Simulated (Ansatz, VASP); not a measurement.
Two plane-wave programs on Lu3F2

```
Lu F
1.0
     3.49036    0.00000    0.00000
    -1.74518    3.02274    0.00000
     0.00000    0.00000   10.00067
Lu F
3 2
Direct
  0.33333 0.66667 0.72501
  0.66667 0.33333 0.27499
  0.00000 0.00000 0.00000
  0.33333 0.66667 0.39738
  0.66667 0.33333 0.60262
```

Change from the starting cell: species swapped into the Si2Rh3 type (P-3m1, No. 164).

Alike in both runs: functional PBE; k mesh 6 × 6 × 2; occupations gaussian, width 0.1 eV; no spin polarisation.

Ansatz relaxed the structure, and its values are those at the end. VASP's run is a single point on that final structure, the one shown.

|  | VASP | Ansatz |
| --- | --- | --- |
| version | VASP 6.6.1 | Ansatz 0.2.0 |
| potentials or method | VASP PAW PBE potentials, release 64 (Lu, F), cutoff 520 eV | scalar-relativistic, plane waves, PAW |
| valence electrons in the cell | 89 | 89 |

Ansatz gave:

- gap on the k mesh at the Fermi level (eV): none
- pressure (GPa): -0.1
- rms of the force components (eV/Å): 0.008

Problem. Estimate VASP's values.

Solution. gap on the k mesh at the Fermi level (eV): none; pressure (GPa): 0.1; rms of the force components (eV/Å): 0.022.

A gap of «none» marks a metal or a gap that the smearing closes.

Neither program's run includes spin-orbit coupling.
